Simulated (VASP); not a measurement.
Input of a VASP 6.6.1 run:

The input INCAR:

```
ALGO = Normal
DIPOL = 0.5 0.5 0.318
EDIFF = 1E-6
ENCUT = 520
GGA = PE
IDIPOL = 3
ISIF = 2
ISMEAR = 0
IVDW = 12
LASPH = T
LCHARG = F
LDIPOL = T
LREAL = F
LWAVE = F
NBANDS = 53
NELM = 60
PREC = Accurate
SIGMA = 0.1
```

File KPOINTS:

```
k-points
0
Gamma
  6 6 1
```

File POSCAR:

```
SiW6
1.0
    4.4682526257      0.0000000000      0.0000000000
   -2.2341263128      3.8696202844      0.0000000000
    0.0000000000      0.0000000000     21.6259061357
W Si
6 1
Direct
    0.6666666667      0.3333333333      0.1849633479
    0.3333333333      0.6666666667      0.2271386095
    0.0000000000      0.0000000000      0.2693138710
    0.6666666667      0.3333333333      0.3085097946
    0.3333333333      0.6666666667      0.3483008428
    0.0000000000      0.0000000000      0.3849968683
    0.4444444444      0.1111111111      0.5005989607
```

Potentials or basis: VASP PAW PBE potentials, release 64 (W_sv, Si).

Launch:

```bash
$ cat potpaw_PBE.64/W_sv/POTCAR potpaw_PBE.64/Si/POTCAR > POTCAR
$ mpirun -np 1 vasp_std > vasp.out
```

**Question.** What does it give for the largest force?

**Answer.** 2.186 eV/Å.

**Question.** Estimate the dispersion energy per atom.

**Answer.** -0.410 eV.

Forces on the atoms (eV/Å):
```
W    0.001 -0.129  2.054
W   -0.075  0.030 -0.688
W    0.181  0.110 -1.918
W   -0.064  0.159  0.002
W   -0.158  0.054  0.961
W    0.404  0.034  1.741
Si  -0.289 -0.258 -2.152
```
